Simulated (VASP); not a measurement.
A run of VASP 6.6.1 is set up as follows.

INCAR

```
SYSTEM = ZnO
PREC     = Accurate       ! precision mode
ENCUT    = 520            ! plane-wave cutoff, eV
EDIFF    = 1E-7           ! SCF threshold, eV
ISMEAR   = 0              ! smearing method
SIGMA    = 0.02           ! smearing width, eV
LREAL    = .FALSE.        ! projectors in reciprocal space
LASPH    = .TRUE.         ! aspherical terms in the spheres
NELM     = 80             ! most SCF steps
ALGO     = Normal         ! electronic algorithm
ISIF     = 2              ! what is computed and relaxed
LWAVE    = .FALSE.        ! write WAVECAR
LCHARG   = .FALSE.        ! write CHGCAR
GGA      = PE             ! functional
NBANDS   = 46             ! bands
```

KPOINTS

```
Automatic mesh
0
G
  4 4 4
  0 0 0
```

File POSCAR:

```
ZnO
1.0
    5.6049660376      0.0000000000      0.0000000000
    0.0000000000      5.6049660376      0.0000000000
    0.0000000000      0.0000000000      3.2824226658
Zn O
4 4
Direct
    0.1817579359      0.1817579359      0.5000000000
    0.8182420641      0.8182420641      0.5000000000
    0.6817579359      0.3182420641      0.0000000000
    0.3182420641      0.6817579359      0.0000000000
    0.8182726372      0.1817273628      0.5000000000
    0.1817273628      0.8182726372      0.5000000000
    0.6817273628      0.6817273628      0.0000000000
    0.3182726372      0.3182726372      0.0000000000
```

Potentials or basis: VASP PAW PBE potentials, release 64 (Zn, O).

Run with:

```sh
$ cat potpaw_PBE.64/Zn/POTCAR potpaw_PBE.64/O/POTCAR > POTCAR
$ mpirun -np 1 vasp_std > vasp.out
```

Question: Predict the band gap on the k mesh.

Answer: 0.74 eV.

Question: Predict the pressure.

Answer: 0.9 GPa.

Stress tensor (GPa, compression positive):
```
0.82 0.00 0.00
0.00 0.82 0.00
0.00 0.00 1.09
```

Caveat: the k points lie up to 0.48 Å⁻¹ apart.
